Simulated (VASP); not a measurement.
# PbS in VASP: notebook

Runs on PbS. Level: PBE. Tasks: electric field gradients.

Everything below comes from runs of VASP 6.6.1. Logs are shortened: lines on timing, memory, paths and dates and some standing lists are left out, and cuts for length are marked.

## Step 1: The cell of the first run

The cell holds a slab with vacuum, 4 atoms: a = 4.006 Å, b = 4.006 Å, c = 11.756 Å, α = 93.64°, β = 93.64°, γ = 89.21°.

## Step 2: Electric field gradients, PBE (equal xx and yy strain of -3 %)

INCAR reads:

```
SYSTEM = PbS
  PREC = Accurate
  ENCUT = 520
  EDIFF = 1E-8
  ISMEAR = -1
  SIGMA = 0.01
  LREAL = .FALSE.
  LASPH = .TRUE.
  NELM = 60
  ALGO = Normal
  ISIF = 2
  LWAVE = .FALSE.
  LCHARG = .FALSE.
  GGA = PE
  LEFG = .TRUE.
  NBANDS = 28
```

KPOINTS reads:

```
regular mesh
0
G
  7 7 3
  0 0 0
```

POSCAR reads:

```
PbS
1.0
    2.8522850000     -2.8130000000      0.0000000000
    2.8522850000      2.8130000000      0.0000000000
   -1.0476485000      0.0000000000     11.7092900000
Pb S
2 2
Direct
    0.7756000000      0.7756000000      0.6363800000
    0.2244000000      0.2244000000      0.3636200000
    0.2684000000      0.2684000000      0.5986000000
    0.7316000000      0.7316000000      0.4014000000
```

Potentials or basis: VASP PAW PBE potentials, release 64 (Pb_d, S).

Launch:

```
cat potpaw_PBE.64/Pb_d/POTCAR potpaw_PBE.64/S/POTCAR > POTCAR
mpirun -np 1 vasp_std > vasp.out
```

OUTCAR:

```text
SYSTEM = PbS
   PREC = Accurate
   ENCUT = 520
   EDIFF = 1E-8
   ISMEAR = -1
   LREAL = .FALSE.
   LASPH = .TRUE.
   NELM = 60
   ISIF = 2
   GGA = PE

 ion  position               nearest neighbor table
   1  0.776  0.776  0.636-   4 2.75   3 2.85   3 2.85   3 2.88   3 2.89
   2  0.224  0.224  0.364-   3 2.75   4 2.85   4 2.85   4 2.88   4 2.89
   3  0.268  0.268  0.599-   2 2.75   1 2.85   1 2.85   1 2.88   1 2.89
   4  0.732  0.732  0.401-   1 2.75   2 2.85   2 2.85   2 2.88   2 2.89

  LATTYP: Found a base centered monoclinic cell.
 ALAT       =     5.7045700000
 B/A-ratio  =     0.9862268322
 C/A-ratio  =     2.0608150928
 COS(beta)  =    -0.0891155836

  Lattice vectors:

 A1 = (   2.8522850000,  -2.8130000000,   0.0000000000)
 A2 = (   2.8522850000,   2.8130000000,   0.0000000000)
 A3 = (  -1.0476485000,   0.0000000000,  11.7092900000)

Analysis of symmetry for initial positions (statically):
=====================================================================
 Subroutine PRICEL returns:
 Original cell was already a primitive cell.

 Routine SETGRP: Setting up the symmetry group for a
 base centered monoclinic supercell.

 Subroutine GETGRP returns: Found  4 space group operations
 (whereof  4 operations were pure point group operations)
 out of a pool of  4 trial point group operations.

The static configuration has the point symmetry C_2h.

Analysis of symmetry for dynamics (positions and initial velocities):
=====================================================================
 Subroutine PRICEL returns:
 Original cell was already a primitive cell.

 Routine SETGRP: Setting up the symmetry group for a
 base centered monoclinic supercell.

 Subroutine GETGRP returns: Found  4 space group operations
 (whereof  4 operations were pure point group operations)
 out of a pool of  4 trial point group operations.

The dynamic configuration has the point symmetry C_2h.

 Subroutine INISYM returns: Found  4 space group operations
 (whereof  4 operations are pure point group operations),
 and found     1 'primitive' translations

----------------------------------------------------------------------------------------

                                     Primitive cell

  volume of cell :     187.8985

  direct lattice vectors                    reciprocal lattice vectors
     2.852285000 -2.813000000  0.000000000     0.175298051 -0.177746178  0.015684191
     2.852285000  2.813000000  0.000000000     0.175298051  0.177746178  0.015684191
    -1.047648500  0.000000000 11.709290000     0.000000000  0.000000000  0.085402275

  length of vectors
     4.006057753  4.006057753 11.756063954     0.250138170  0.250138170  0.085402275

  position of ions in fractional coordinates (direct lattice)
     0.775600000  0.775600000  0.636380000
     0.224400000  0.224400000  0.363620000
     0.268400000  0.268400000  0.598600000
     0.731600000  0.731600000  0.401400000

  ion indices of the primitive-cell ions
   primitive index   ion index
                 1           1
                 2           2
                 3           3
                 4           4

----------------------------------------------------------------------------------------

 KPOINTS: regular mesh

Automatic generation of k-mesh.
 Grid dimensions read from file:
 generate k-points for:    7    7    3

 Generating k-lattice:

  Cartesian coordinates                     Fractional coordinates (reciprocal lattice)
     0.025042579 -0.025392311  0.002240599     0.142857143  0.000000000  0.000000000
     0.025042579  0.025392311  0.002240599     0.000000000  0.142857143  0.000000000
     0.000000000  0.000000000  0.028467425     0.000000000  0.000000000  0.333333333

  Length of vectors
     0.035734024  0.035734024  0.028467425

  Shift w.r.t. Gamma in fractional coordinates (k-lattice)
     0.000000000  0.000000000  0.000000000

 Subroutine IBZKPT returns following result:
 ===========================================

 Found     44 irreducible k-points:

 Following reciprocal coordinates:
            Coordinates               Weight
  0.000000  0.000000  0.000000      1.000000
  0.142857  0.000000  0.000000      4.000000
  0.285714  0.000000  0.000000      4.000000
  0.428571  0.000000  0.000000      4.000000
  0.142857  0.142857  0.000000      2.000000
  0.285714  0.142857  0.000000      4.000000
[... 16 lines left out ...]
 -0.142857 -0.000000  0.333333      4.000000
  0.142857  0.142857  0.333333      2.000000
 [... further k-points ...]
   k-points           NKPTS =     44   k-points in BZ     NKDIM =     44   number of bands    NBANDS=     28
   number of dos      NEDOS =    301   number of ions     NIONS =      4
   total plane-waves  NPLWV =  81000
   dimension x,y,z NGX =    30 NGY =   30 NGZ =   90
   dimension x,y,z NGXF=    60 NGYF=   60 NGZF=  180
   ions per type =               2   2
   NGX,Y,Z   is equivalent  to a cutoff of  12.45, 12.45, 12.73 a.u.
   NGXF,Y,Z  is equivalent  to a cutoff of  24.90, 24.90, 25.45 a.u.
 SYSTEM =  PbS
   PREC   = accura    normal or accurate (medium, high low for compatibility)
   ISTART =      0    job   : 0-new  1-cont  2-samecut
   ICHARG =      2    charge: 1-file 2-atom 10-const
   ISPIN  =      1    spin polarized calculation?
   LNONCOLLINEAR =      F non collinear calculations
   LSORBIT =      F    spin-orbit coupling
   LASPH  =      T    aspherical Exc in radial PAW
   ENCUT  =  520.0 eV  38.22 Ry    6.18 a.u.   7.45  7.45 21.86*2*pi/ulx,y,z
   NELM   =     60;   NELMIN=  2; NELMDL= -5     # of ELM steps
   EDIFF  = 0.1E-07   stopping-criterion for ELM
   LREAL  =      F    real-space projection
   EDIFFG = 0.1E-06   stopping-criterion for IOM
   NSW    =      0    number of steps for IOM
   IBRION =     -1    ionic relax: 0-MD 1-quasi-New 2-CG
   NFREE  =      0    steps in history (QN), initial steepest desc. (CG)
   ISIF   =      2    stress and relaxation
   ISYM   =      2    0-nonsym 1-usesym 2-fastsym
   POTIM  = 0.5000    time-step for ionic-motion
   TEBEG  =    0.0;   TEEND  =   0.0 temperature during run
   PSTRESS=    0.0 pullay stress
   NELECT =      40.0000    total number of electrons
   NUPDOWN=      -1.0000    fix difference up-down
   EMIN   =  10.00;   EMAX   =-10.00  energy-range for DOS
   EFERMI =   0.00;   METHOD = LEGACY
   ISMEAR =    -1;   SIGMA  =   0.01  broadening in eV -4-tet -1-fermi 0-gaus
   EFERMI_NEDOS =   21; number of points for ismear=-14 and -15
   IALGO  =     38    algorithm
   IMIX   =      4    mixing-type and parameters
     AMIX     =   0.40;   BMIX     =  1.00
     AMIX_MAG =   1.60;   BMIX_MAG =  1.00
  volume/ion in A,a.u.               =      46.97       317.00
  Fermi-wavevector in a.u.,A,eV,Ry     =   0.977508  1.847223 13.000671  0.955522
  Thomas-Fermi vector in A             =   2.108211
   LORBIT       =      0    0 simple, 1 ext, 2 COOP (PROOUT), +10 PAW based schemes
   GGA     = PE    functional components
   LHFCALC =     F    Hartree Fock is set to
   AEXX    =    0.0000 exact exchange contribution
   IVDW    =     0    specifies the selected vdW correction
   LEPSILON=     F    determine dielectric tensor
   LRPA    =     F    only Hartree local field effects (RPA)
 non-spin polarized calculation
  energy-cutoff  :      520.00
  volume of cell :      187.90
 maximum number of plane-waves:      5117
 NGX is ok and might be reduce to    30
   NGX = 15   NGY = 15   NGZ = 43

 number of electron      39.9999997 magnetization

 Free energy of the ion-electron system (eV)
  ---------------------------------------------------
  ext. energy  EPLUGINS =         0.00000000
  ---------------------------------------------------
  free energy    TOTEN  =       -17.00784180 eV

  energy without entropy =      -17.00784180  energy(sigma->0) =      -17.00784180

 E-fermi :   1.4730     XC(G=0):  -6.0830

 val. band max:        1.2146575637   @ k =   0.4286   0.0000   0.3333
 cond. band min:       2.1679606580   @ k =   0.0000   0.0000   0.3333
 fundamental gap:      0.9533030943
 Fermi energy:         1.4729865338

 k-point     1 :       0.0000    0.0000    0.0000
  band No.  band energies     occupation
      1     -15.2552      2.00000
      2     -15.1444      2.00000
      3     -15.1384      2.00000
      4     -15.1280      2.00000
      5     -15.0888      2.00000
      6     -15.0852      2.00000
[... 20 lines left out ...]
     27       7.6369      0.00000
[... 691 lines left out ...]
      6     -15.0925      2.00000
[... 20 lines left out ...]
     27       6.4507      0.00000
     28       7.7407      0.00000

 [... further k-points ...]
[... 5 lines left out ...]
  --------------------------------------------------------------------------------------
  -------------------------------------------------------------------------------------
  Total        3.8596949      5.3286529     -0.5147883      0.0000000      0.0000000     -0.0123424
  in kB       32.9109445     45.4364931     -4.3895099      0.0000000      0.0000000     -0.1052416
  external PRESSURE =      24.6526426 kB  Pullay stress =       0.0000000 kB

 VOLUME and BASIS-vectors are now :
 -----------------------------------------------------------------------------
  energy-cutoff  :      520.00
  volume of cell :      187.90
      direct lattice vectors                 reciprocal lattice vectors
     2.852285000 -2.813000000  0.000000000     0.175298051 -0.177746178  0.015684191
     2.852285000  2.813000000  0.000000000     0.175298051  0.177746178  0.015684191
    -1.047648500  0.000000000 11.709290000     0.000000000  0.000000000  0.085402275

 POSITION                                       TOTAL-FORCE (eV/Angst)
 -----------------------------------------------------------------------------------
      3.75776      0.00000      7.45156        -0.002408      0.000000     -0.054953
      0.89916      0.00000      4.25773         0.002408      0.000000      0.054953
      0.90398      0.00000      7.00918        -0.002016      0.000000     -0.126508
      3.75294      0.00000      4.70011         0.002016      0.000000      0.126508
 -----------------------------------------------------------------------------------
    total drift:                               -0.000000     -0.000000      0.000000

  FREE ENERGIE OF THE ION-ELECTRON SYSTEM (eV)
  ---------------------------------------------------
  free  energy   TOTEN  =       -17.0078418010 eV

  energy  without entropy=      -17.0078418010  energy(sigma->0) =      -17.00784180

 Electric field gradients (V/A^2)
---------------------------------------------------------------------
 ion       V_xx      V_yy      V_zz      V_xy      V_xz      V_yz
---------------------------------------------------------------------
   1      53.963    -7.770   -46.193    -0.000     0.720    -0.000
   2      53.963    -7.770   -46.193    -0.000     0.720     0.000
   3       3.198     0.870    -4.068     0.000     0.213    -0.000
   4       3.198     0.870    -4.068    -0.000     0.213    -0.000
---------------------------------------------------------------------

 Electric field gradients after diagonalization (V/A^2)
 (convention: |V_zz| > |V_xx| > |V_yy|)
----------------------------------------------------------------------
 ion       V_xx      V_yy      V_zz     asymmetry (V_yy - V_xx)/ V_zz
----------------------------------------------------------------------
   1     -46.199    -7.770    53.968       0.712
   2     -46.199    -7.770    53.968       0.712
   3       3.204     0.870    -4.074       0.573
   4       3.204     0.870    -4.074       0.573
----------------------------------------------------------------------

           NMR quadrupolar parameters

 Cq : quadrupolar parameter    Cq=e*Q*V_zz/h
 eta: asymmetry parameters     (V_yy - V_xx)/ V_zz
 Q  : nuclear electric quadrupole moment in mb (millibarn)
----------------------------------------------------------------------
 ion       Cq(MHz)       eta       Q (mb)
----------------------------------------------------------------------
   1       0.130       0.712       1.000
   2       0.130       0.712       1.000
   3      -0.010       0.573       1.000
   4      -0.010       0.573       1.000
----------------------------------------------------------------------
```

Run time: 7.9 min. Hardware: 1 thread of Intel Xeon 8259CL, shared host; peak memory 0.38 GiB.

What came out:

* Free energy: -17.0078 eV
* Largest force: 0.127 eV/Å
* Band gap on the k mesh: 0.95 eV, indirect (least direct gap 1.01 eV)

Forces in eV/Å, atoms in the order of the input:
```
Pb  -0.002  0.000 -0.055
Pb   0.002  0.000  0.055
S   -0.002  0.000 -0.127
S    0.002  0.000  0.127
```

Electric field gradients, principal values (V/Å²):
| atom | least | middle | greatest (by size) |
| --- | --- | --- | --- |
| 1 Pb | -7.770 | -46.199 | 53.968 |
| 2 Pb | -7.770 | -46.199 | 53.968 |
| 3 S | 0.870 | 3.204 | -4.074 |
| 4 S | 0.870 | 3.204 | -4.074 |

Caveat: the cell differs from its parent crystal (equal xx and yy strain of -3 %); without QUAD_EFG the Cq values of the log hold for a quadrupole moment of 1 mb, not for the nuclei; spin-orbit coupling is left out, which moves the levels of the heavy elements.

## Step 3: Electric field gradients, PBE (zz strain of -2 %)

INCAR reads:

```
SYSTEM = PbS
PREC = Accurate
ENCUT = 520
EDIFF = 1E-8
ISMEAR = -1
SIGMA = 0.01
LREAL = .False.
LASPH = .True.
NELM = 60
ALGO = Normal
ISIF = 2
LWAVE = .False.
LCHARG = .False.
GGA = PE
LEFG = .True.
NBANDS = 28
```

KPOINTS reads:

```
Automatic mesh
0
Gamma
  7 7 3
  0 0 0
```

POSCAR reads:

```
PbS
1.0
    2.9405000000     -2.9000000000      0.0000000000
    2.9405000000      2.9000000000      0.0000000000
   -1.0800500000      0.0000000000     11.4751042000
Pb S
2 2
Direct
    0.7756000000      0.7756000000      0.6363800000
    0.2244000000      0.2244000000      0.3636200000
    0.2684000000      0.2684000000      0.5986000000
    0.7316000000      0.7316000000      0.4014000000
```

Potentials or basis: VASP PAW PBE potentials, release 64 (Pb_d, S).

Launch:

```
cat potpaw_PBE.64/Pb_d/POTCAR potpaw_PBE.64/S/POTCAR > POTCAR
mpirun -np 1 vasp_std > vasp.out
```

OUTCAR:

```text
SYSTEM = PbS
   PREC = Accurate
   ENCUT = 520
   EDIFF = 1E-8
   ISMEAR = -1
   LREAL = .False.
   LASPH = .True.
   NELM = 60
   ISIF = 2
   GGA = PE

 ion  position               nearest neighbor table
   1  0.776  0.776  0.636-   4 2.70   3 2.93   3 2.93   3 2.97   3 2.97
   2  0.224  0.224  0.364-   3 2.70   4 2.93   4 2.93   4 2.97   4 2.97
   3  0.268  0.268  0.599-   2 2.70   1 2.93   1 2.93   1 2.97   1 2.97
   4  0.732  0.732  0.401-   1 2.70   2 2.93   2 2.93   2 2.97   2 2.97

  LATTYP: Found a base centered monoclinic cell.
 ALAT       =     5.8810000000
[... 976 lines left out ...]
 ion       V_xx      V_yy      V_zz      V_xy      V_xz      V_yz
---------------------------------------------------------------------
   1     130.183    73.047  -203.230    -0.000     0.274     0.000
   2     130.183    73.047  -203.230    -0.000     0.274     0.000
   3      -0.554    -2.510     3.064     0.000     0.246    -0.000
   4      -0.554    -2.510     3.064     0.000     0.246    -0.000
---------------------------------------------------------------------

 Electric field gradients after diagonalization (V/A^2)
 (convention: |V_zz| > |V_xx| > |V_yy|)
----------------------------------------------------------------------
 ion       V_xx      V_yy      V_zz     asymmetry (V_yy - V_xx)/ V_zz
----------------------------------------------------------------------
   1     130.183    73.047  -203.230       0.281
   2     130.183    73.047  -203.230       0.281
   3      -2.510    -0.571     3.081       0.630
   4      -2.510    -0.571     3.081       0.630
----------------------------------------------------------------------

           NMR quadrupolar parameters

 Cq : quadrupolar parameter    Cq=e*Q*V_zz/h
 eta: asymmetry parameters     (V_yy - V_xx)/ V_zz
 Q  : nuclear electric quadrupole moment in mb (millibarn)
----------------------------------------------------------------------
 ion       Cq(MHz)       eta       Q (mb)
----------------------------------------------------------------------
   1      -0.491       0.281       1.000
   2      -0.491       0.281       1.000
   3       0.007       0.630       1.000
   4       0.007       0.630       1.000
----------------------------------------------------------------------
```

OSZICAR:

```text
N       E                     dE             d eps       ncg     rms          rms(c)
DAV:   1     0.406566616551E+03    0.40657E+03   -0.17905E+04  2496   0.131E+03
DAV:   2     0.329766284794E+02   -0.37359E+03   -0.36262E+03  2600   0.351E+02
DAV:   3    -0.161220487028E+02   -0.49099E+02   -0.48153E+02  3264   0.150E+02
DAV:   4    -0.184523489819E+02   -0.23303E+01   -0.23212E+01  2848   0.393E+01
[... 13 lines left out ...]
DAV:  18    -0.172016242487E+02   -0.27719E-06   -0.45835E-07  2280   0.364E-03    0.181E-03
DAV:  19    -0.172016242600E+02   -0.11249E-07   -0.33069E-08  2900   0.110E-03    0.997E-04
DAV:  20    -0.172016242466E+02    0.13339E-07   -0.29566E-09  2032   0.375E-04    0.294E-04
DAV:  21    -0.172016242296E+02    0.17094E-07   -0.26160E-09  2028   0.390E-04    0.284E-04
DAV:  22    -0.172016242264E+02    0.31273E-08   -0.48796E-10  1736   0.182E-04
   1 F= -.17201624E+02 E0= -.17201624E+02  d E =-.689205E-12
```

Wall time 11 min (1 thread of AMD EPYC 7R13, shared host); peak memory 0.38 GiB.

Results:

| Quantity | Value |
| --- | --- |
| Free energy | -17.2016 eV |
| Largest force | 0.176 eV/Å |
| Band gap on the k mesh | 1.36 eV, indirect (the least direct gap lies 0.8 meV higher) |

Forces in eV/Å, atoms in the order of the input:
```
Pb  -0.002  0.000 -0.176
Pb   0.002  0.000  0.176
S   -0.003  0.000  0.112
S    0.003  0.000 -0.112
```

Levels at points of the mesh, in eV from the valence-band top:
```
           k point  band 16  band 17  band 18  band 19  band 20  band 21  band 22  band 23  band 24  band 25
(0.00, 0.00, 0.00)    -2.63    -2.49    -1.42    -1.31     0.00     1.49     3.08     4.93     5.16     5.41
```

Electric field gradients, principal values (V/Å²):
```tsv
atom	least	middle	greatest (by size)
1 Pb	73.047	130.183	-203.230
2 Pb	73.047	130.183	-203.230
3 S	-0.571	-2.510	3.081
4 S	-0.571	-2.510	3.081
```

Caveat: the cell differs from its parent crystal (zz strain of -2 %); without QUAD_EFG the Cq values of the log hold for a quadrupole moment of 1 mb, not for the nuclei; spin-orbit coupling is left out, which moves the levels of the heavy elements.
